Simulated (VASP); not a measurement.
# P in VASP: further runs

Runs on P. Level: PBE+D3(BJ). Tasks: single point.

Everything below comes from runs of VASP 6.6.1. Logs are shortened: lines on timing, memory, paths and dates and some standing lists are left out, and cuts for length are marked.

## 1. The cell of the first run

The cell holds a slab with vacuum, 4 atoms: a = 3.254 Å, b = 3.254 Å, c = 19.990 Å, α = 90.00°, β = 90.00°, γ = 120.00°.

## 2. Single point, PBE+D3(BJ) (layers slid over each other)

Input file INCAR:

```
ALGO     = Normal         # electronic algorithm
DIPOL    = 0.5 0.5 0.370
EDIFF    = 1E-7           # SCF threshold, eV
ENCUT    = 520            # plane-wave cutoff, eV
GGA      = PE             # functional
IDIPOL   = 3            
ISIF     = 2              # what is computed and relaxed
ISMEAR   = 0              # smearing method
IVDW     = 12             # dispersion correction
LASPH    = True           # aspherical terms in the spheres
LCHARG   = False          # write CHGCAR
LDIPOL   = True         
LREAL    = False          # projectors in reciprocal space
LWAVE    = False          # write WAVECAR
NBANDS   = 18             # bands
NELM     = 80             # most SCF steps
PREC     = Accurate       # precision mode
SIGMA    = 0.05           # smearing width, eV
```

Input file KPOINTS:

```
k-points
0
Gamma
  9 9 1
```

Input file POSCAR:

```
P
1.0
    3.2540552129      0.0000000000      0.0000000000
   -1.6270276064      2.8180944797      0.0000000000
    0.0000000000      0.0000000000     19.9904919088
P
4
Direct
    0.3333333333      0.6666666667      0.2873989285
    0.6666666667      0.3333333333      0.2251070169
    0.3333333333      1.6666666667      0.5152695569
    0.6666666667      1.3333333333      0.4529776454
```

Potentials or basis: VASP PAW PBE potentials, release 64 (P).

On the command line:

```console
cat potpaw_PBE.64/P/POTCAR > POTCAR
mpirun -np 1 vasp_std > vasp.out
```

OUTCAR:

```text
EDIFF = 1E-7
   ENCUT = 520
   GGA = PE
   ISIF = 2
   ISMEAR = 0
   IVDW = 12
   LASPH = True
   LREAL = False
   NELM = 80
   PREC = Accurate
 IVDW          = 12

 ion  position               nearest neighbor table
   1  0.333  0.667  0.287-   2 2.25   2 2.25   2 2.25
   2  0.667  0.333  0.225-   1 2.25   1 2.25   1 2.25
   3  0.333  0.667  0.515-   4 2.25   4 2.25   4 2.25
   4  0.667  0.333  0.453-   3 2.25   3 2.25   3 2.25

  LATTYP: Found a hexagonal cell.
 ALAT       =     3.2540552129
 C/A-ratio  =     6.1432552925

  Lattice vectors:

 A1 = (   3.2540552129,   0.0000000000,   0.0000000000)
 A2 = (  -1.6270276064,   2.8180944797,   0.0000000000)
 A3 = (   0.0000000000,   0.0000000000,  19.9904919088)

Analysis of symmetry for initial positions (statically):
=====================================================================
 Subroutine PRICEL returns:
 Original cell was already a primitive cell.

 Routine SETGRP: Setting up the symmetry group for a
 hexagonal supercell.

 Subroutine GETGRP returns: Found 12 space group operations
 (whereof  6 operations were pure point group operations)
 out of a pool of 24 trial point group operations.

The static configuration has the point symmetry C_3v.
 The point group associated with its full space group is D_3d.

Analysis of symmetry for dynamics (positions and initial velocities):
=====================================================================
 Subroutine PRICEL returns:
 Original cell was already a primitive cell.

 Routine SETGRP: Setting up the symmetry group for a
 hexagonal supercell.

 Subroutine GETGRP returns: Found 12 space group operations
 (whereof  6 operations were pure point group operations)
 out of a pool of 24 trial point group operations.

The dynamic configuration has the point symmetry C_3v.
 The point group associated with its full space group is D_3d.

 Subroutine INISYM returns: Found 12 space group operations
 (whereof  6 operations are pure point group operations),
 and found     1 'primitive' translations

----------------------------------------------------------------------------------------

                                     Primitive cell

  volume of cell :     183.3175

  direct lattice vectors                    reciprocal lattice vectors
     3.254055213  0.000000000  0.000000000     0.307308861  0.177424853  0.000000000
    -1.627027606  2.818094480  0.000000000     0.000000000  0.354849707  0.000000000
     0.000000000  0.000000000 19.990491909     0.000000000  0.000000000  0.050023782

  length of vectors
     3.254055213  3.254055213 19.990491909     0.354849707  0.354849707  0.050023782

  position of ions in fractional coordinates (direct lattice)
     0.333333333  0.666666667  0.287398928
     0.666666667  0.333333333  0.225107017
     0.333333333  0.666666667  0.515269557
     0.666666667  0.333333333  0.452977645

  ion indices of the primitive-cell ions
   primitive index   ion index
                 1           1
                 2           2
                 3           3
                 4           4

----------------------------------------------------------------------------------------

 KPOINTS: k-points

Automatic generation of k-mesh.
 Grid dimensions read from file:
 generate k-points for:    9    9    1

 Generating k-lattice:

  Cartesian coordinates                     Fractional coordinates (reciprocal lattice)
     0.034145429  0.019713873  0.000000000     0.111111111  0.000000000  0.000000000
     0.000000000  0.039427745  0.000000000     0.000000000  0.111111111  0.000000000
     0.000000000  0.000000000  0.050023782     0.000000000  0.000000000  1.000000000

  Length of vectors
     0.039427745  0.039427745  0.050023782

  Shift w.r.t. Gamma in fractional coordinates (k-lattice)
     0.000000000  0.000000000  0.000000000

 Subroutine IBZKPT returns following result:
 ===========================================

 Found     12 irreducible k-points:

 Following reciprocal coordinates:
            Coordinates               Weight
  0.000000  0.000000  0.000000      1.000000
  0.111111  0.000000  0.000000      6.000000
  0.222222  0.000000  0.000000      6.000000
  0.333333  0.000000  0.000000      6.000000
  0.444444  0.000000  0.000000      6.000000
  0.111111  0.111111  0.000000      6.000000
  0.222222  0.111111  0.000000     12.000000
  0.333333  0.111111  0.000000     12.000000
  0.444444  0.111111  0.000000      6.000000
  0.222222  0.222222  0.000000      6.000000
  0.333333  0.222222  0.000000     12.000000
  0.333333  0.333333  0.000000      2.000000
   k-points           NKPTS =     12   k-points in BZ     NKDIM =     12   number of bands    NBANDS=     18
   number of dos      NEDOS =    301   number of ions     NIONS =      4
   total plane-waves  NPLWV =  86400
   dimension x,y,z NGX =    24 NGY =   24 NGZ =  150
   dimension x,y,z NGXF=    48 NGYF=   48 NGZF=  300
   ions per type =               4
   NGX,Y,Z   is equivalent  to a cutoff of  12.26, 12.26, 12.47 a.u.
   NGXF,Y,Z  is equivalent  to a cutoff of  24.52, 24.52, 24.95 a.u.
 SYSTEM =  unknown system
   PREC   = accura    normal or accurate (medium, high low for compatibility)
   ISTART =      0    job   : 0-new  1-cont  2-samecut
   ICHARG =      2    charge: 1-file 2-atom 10-const
   ISPIN  =      1    spin polarized calculation?
   LNONCOLLINEAR =      F non collinear calculations
   LSORBIT =      F    spin-orbit coupling
   LASPH  =      T    aspherical Exc in radial PAW
   ENCUT  =  520.0 eV  38.22 Ry    6.18 a.u.   6.05  6.05 37.17*2*pi/ulx,y,z
   NELM   =     80;   NELMIN=  2; NELMDL= -5     # of ELM steps
   EDIFF  = 0.1E-06   stopping-criterion for ELM
   LREAL  =      F    real-space projection
   EDIFFG = 0.1E-05   stopping-criterion for IOM
   NSW    =      0    number of steps for IOM
   IBRION =     -1    ionic relax: 0-MD 1-quasi-New 2-CG
   NFREE  =      0    steps in history (QN), initial steepest desc. (CG)
   ISIF   =      2    stress and relaxation
   ISYM   =      2    0-nonsym 1-usesym 2-fastsym
   POTIM  = 0.5000    time-step for ionic-motion
   TEBEG  =    0.0;   TEEND  =   0.0 temperature during run
   PSTRESS=    0.0 pullay stress
   NELECT =      20.0000    total number of electrons
   NUPDOWN=      -1.0000    fix difference up-down
   EMIN   =  10.00;   EMAX   =-10.00  energy-range for DOS
   EFERMI =   0.00;   METHOD = LEGACY
   ISMEAR =     0;   SIGMA  =   0.05  broadening in eV -4-tet -1-fermi 0-gaus
   EFERMI_NEDOS =   21; number of points for ismear=-14 and -15
   IALGO  =     38    algorithm
   IMIX   =      4    mixing-type and parameters
     AMIX     =   0.40;   BMIX     =  1.00
     AMIX_MAG =   1.60;   BMIX_MAG =  1.00
  volume/ion in A,a.u.               =      45.83       309.27
  Fermi-wavevector in a.u.,A,eV,Ry     =   0.782258  1.478254  8.325787  0.611928
  Thomas-Fermi vector in A             =   1.885945
   LORBIT       =      0    0 simple, 1 ext, 2 COOP (PROOUT), +10 PAW based schemes
   GGA     = PE    functional components
   LHFCALC =     F    Hartree Fock is set to
   AEXX    =    0.0000 exact exchange contribution
   IVDW    =    12    specifies the selected vdW correction
   LEPSILON=     F    determine dielectric tensor
   LRPA    =     F    only Hartree local field effects (RPA)
 non-spin polarized calculation
 Gauss-broadening in eV      SIGMA  =   0.05
  energy-cutoff  :      520.00
  volume of cell :      183.32
 maximum number of plane-waves:      4998
   NGX = 13   NGY = 13   NGZ = 75

 dipolmoment           0.000000      0.000000      0.000001 electrons x Angstroem

 number of electron      19.9999996 magnetization

 dipolmoment           0.000000      0.000000     -0.000000 electrons x Angstroem

 Free energy of the ion-electron system (eV)
  ---------------------------------------------------
  ext. energy  EPLUGINS =         0.00000000
  ---------------------------------------------------
  free energy    TOTEN  =       -21.42054785 eV

  energy without entropy =      -21.42054785  energy(sigma->0) =      -21.42054785

 E-fermi :  -0.6779     XC(G=0):  -4.7661

 val. band max:       -0.9114602778   @ k =   0.1111   0.1111   0.0000
 cond. band min:       0.2952228562   @ k =   0.3333   0.3333   0.0000
 fundamental gap:      1.2066831340
 Fermi energy:        -0.6779159421

 k-point     1 :       0.0000    0.0000    0.0000
  band No.  band energies     occupation
      1     -15.6943      2.00000
      2     -15.6180      2.00000
      3      -8.3332      2.00000
      4      -7.6254      2.00000
      5      -2.5923      2.00000
      6      -1.4841      2.00000
[... 10 lines left out ...]
     17       4.0349      0.00000
     18       4.3787      0.00000

 k-point     2 :       0.1111    0.0000    0.0000
  band No.  band energies     occupation
      1     -15.4916      2.00000
      2     -15.4157      2.00000
      3      -8.1820      2.00000
      4      -7.4989      2.00000
      5      -2.9105      2.00000
      6      -2.8964      2.00000
[... 10 lines left out ...]
     17       4.3042      0.00000
     18       4.5798      0.00000

 k-point     3 :       0.2222    0.0000    0.0000
  band No.  band energies     occupation
      1     -14.8911      2.00000
      2     -14.8165      2.00000
      3      -7.8662      2.00000
      4      -7.3528      2.00000
      5      -5.0723      2.00000
      6      -4.9241      2.00000
[... 10 lines left out ...]
     17       4.9519      0.00000
     18       5.3688      0.00000

 k-point     4 :       0.3333    0.0000    0.0000
  band No.  band energies     occupation
      1     -13.9276      2.00000
      2     -13.8556      2.00000
      3      -8.4832      2.00000
      4      -8.4394      2.00000
      5      -5.8882      2.00000
      6      -5.3155      2.00000
[... 10 lines left out ...]
     17       5.6056      0.00000
     18       6.0231      0.00000

 k-point     5 :       0.4444    0.0000    0.0000
  band No.  band energies     occupation
      1     -12.7831      2.00000
      2     -12.7163      2.00000
      3     -10.0960      2.00000
      4     -10.0446      2.00000
      5      -5.1549      2.00000
      6      -4.5735      2.00000
[... 10 lines left out ...]
     17       4.5075      0.00000
     18       6.0017      0.00000

 k-point     6 :       0.1111    0.1111    0.0000
  band No.  band energies     occupation
      1     -15.0897      2.00000
      2     -15.0147      2.00000
      3      -7.9343      2.00000
      4      -7.3365      2.00000
      5      -4.3687      2.00000
      6      -4.2913      2.00000
[... 10 lines left out ...]
     17       4.8159      0.00000
     18       5.0056      0.00000

 k-point     7 :       0.2222    0.1111    0.0000
  band No.  band energies     occupation
      1     -14.3034      2.00000
      2     -14.2303      2.00000
      3      -7.9543      2.00000
      4      -7.7451      2.00000
      5      -5.7135      2.00000
      6      -5.2848      2.00000
[... 10 lines left out ...]
     17       5.5858      0.00000
     18       5.6983      0.00000

 k-point     8 :       0.3333    0.1111    0.0000
  band No.  band energies     occupation
      1     -13.2022      2.00000
      2     -13.1329      2.00000
      3      -9.3180      2.00000
      4      -9.2905      2.00000
      5      -5.4844      2.00000
      6      -5.0337      2.00000
[... 10 lines left out ...]
     17       5.2757      0.00000
     18       6.3934      0.00000

 k-point     9 :       0.4444    0.1111    0.0000
  band No.  band energies     occupation
      1     -12.3385      2.00000
      2     -12.2745      2.00000
      3     -10.4383      2.00000
      4     -10.3811      2.00000
      5      -5.1527      2.00000
      6      -5.0252      2.00000
[... 10 lines left out ...]
     17       4.5427      0.00000
     18       6.0583      0.00000

 k-point    10 :       0.2222    0.2222    0.0000
  band No.  band energies     occupation
      1     -13.3592      2.00000
      2     -13.2890      2.00000
      3      -8.8138      2.00000
      4      -8.8113      2.00000
      5      -5.4680      2.00000
      6      -5.3973      2.00000
[... 10 lines left out ...]
     17       5.6091      0.00000
     18       5.7684      0.00000

 k-point    11 :       0.3333    0.2222    0.0000
  band No.  band energies     occupation
      1     -12.2026      2.00000
      2     -12.1379      2.00000
      3     -10.1595      2.00000
      4     -10.1111      2.00000
      5      -6.2479      2.00000
      6      -6.1828      2.00000
[... 10 lines left out ...]
     17       5.6983      0.00000
     18       6.5670      0.00000

 k-point    12 :       0.3333    0.3333    0.0000
  band No.  band energies     occupation
      1     -11.1084      2.00000
      2     -11.1084      2.00000
      3     -11.0503      2.00000
      4     -11.0503      2.00000
      5      -6.8897      2.00000
      6      -6.8089      2.00000
[... 10 lines left out ...]
     17       6.4008      0.00000
     18       7.5104      0.00000

------------------------ aborting loop because EDIFF is reached ----------------------------------------

 vacuum level on the upper side and lower side of the slab       (xc-potential included)        -0.116        -0.116

 Edisp (eV)   -1.06832

 E8    (eV) :    -0.4178

  FORCE on cell =-STRESS in cart. coord.  units (eV):
  Direction    XX          YY          ZZ          XY          YZ          ZX
  --------------------------------------------------------------------------------------
  -------------------------------------------------------------------------------------
  Total      -0.21046    -0.21046    -0.43761    -0.00000     0.00000     0.00000
  in kB      -1.83943    -1.83943    -3.82463    -0.00000     0.00000     0.00000
  external pressure =       -2.50 kB  Pullay stress =        0.00 kB

 VOLUME and BASIS-vectors are now :
 -----------------------------------------------------------------------------
  energy-cutoff  :      520.00
  volume of cell :      183.32
      direct lattice vectors                 reciprocal lattice vectors
     3.254055213  0.000000000  0.000000000     0.307308861  0.177424853  0.000000000
    -1.627027606  2.818094480  0.000000000     0.000000000  0.354849707  0.000000000
     0.000000000  0.000000000 19.990491909     0.000000000  0.000000000  0.050023782

 POSITION                                       TOTAL-FORCE (eV/Angst)
 -----------------------------------------------------------------------------------
     -0.00000      1.87873      5.74525        -0.000000      0.000000     -0.061878
      1.62703      0.93936      4.50000         0.000000      0.000000      0.106505
     -0.00000      1.87873     10.30049        -0.000000     -0.000000     -0.106505
      1.62703      0.93936      9.05525         0.000000     -0.000000      0.061878
 -----------------------------------------------------------------------------------
    total drift:                               -0.000000      0.000000     -0.000005

  FREE ENERGIE OF THE ION-ELECTRON SYSTEM (eV)
  ---------------------------------------------------
  free  energy   TOTEN  =       -22.4888685577 eV

  energy  without entropy=      -22.4888685577  energy(sigma->0) =      -22.48886856

 vacuum level on the upper side and lower side of the slab         4.643         4.643
```

Wall time 34 s (1 thread of Intel Xeon 6975P-C (Granite Rapids), shared host); peak memory 0.27 GiB.

Results:

| Item | Value |
| --- | --- |
| Free energy | -22.4889 eV |
| Largest force | 0.107 eV/Å |
| Band gap on the k mesh | 1.21 eV (least direct gap 1.98 eV) |
| Dispersion energy per atom | -0.267 eV |

Forces in eV/Å, atoms in the order of the input:
```
P    0.000  0.000 -0.062
P    0.000  0.000  0.107
P    0.000  0.000 -0.107
P    0.000  0.000  0.062
```

Caveat: the cell differs from its parent crystal (layers slid over each other).

## 3. Single point, PBE+D3(BJ)

Input file INCAR:

```
SYSTEM = P
PREC     = Accurate       ! precision mode
ENCUT    = 520            ! plane-wave cutoff, eV
EDIFF    = 1E-6           ! SCF threshold, eV
ISMEAR   = 0              ! smearing method
SIGMA    = 0.05           ! smearing width, eV
LREAL    = .FALSE.        ! projectors in reciprocal space
LASPH    = .TRUE.         ! aspherical terms in the spheres
NELM     = 60             ! most SCF steps
ALGO     = Normal         ! electronic algorithm
ISIF     = 2              ! what is computed and relaxed
LWAVE    = .FALSE.        ! write WAVECAR
LCHARG   = .FALSE.        ! write CHGCAR
LDIPOL   = .TRUE.       
IDIPOL   = 3            
DIPOL    = 0.5 0.5 0.370
GGA      = PE             ! functional
IVDW     = 12             ! dispersion correction
NBANDS   = 18             ! bands
```

Input file KPOINTS:

```
Automatic mesh
0
G
  9 9 1
  0 0 0
```

POSCAR is that of step 2.

Potentials or basis: VASP PAW PBE potentials, release 64 (P).

On the command line:

```console
cat potpaw_PBE.64/P/POTCAR > POTCAR
mpirun -np 1 vasp_std > vasp.out
```

Run time: 29 s. Hardware: 1 thread of Intel Xeon 6975P-C (Granite Rapids), shared host; peak memory 0.27 GiB.

The run converged. Its results:

```yaml
Free_energy: -22.4889 eV
Largest_force: 0.106 eV/Å
Band_gap_on_the_k_mesh: 1.21 eV (least direct gap 1.98 eV)
Dispersion_energy_per_atom: -0.267 eV
```

Forces in eV/Å, atoms in the order of the input:
```
P    0.000  0.000 -0.062
P    0.000  0.000  0.106
P    0.000  0.000 -0.106
P    0.000  0.000  0.062
```

Levels at points of the mesh, in eV from the valence-band top:
| k point | band 8 | band 9 | band 10 | band 11 | band 12 | band 13 |
| --- | --- | --- | --- | --- | --- | --- |
| (0.00, 0.00, 0.00) | -0.54 | -0.54 | -0.14 | 3.46 | 3.46 | 3.48 |
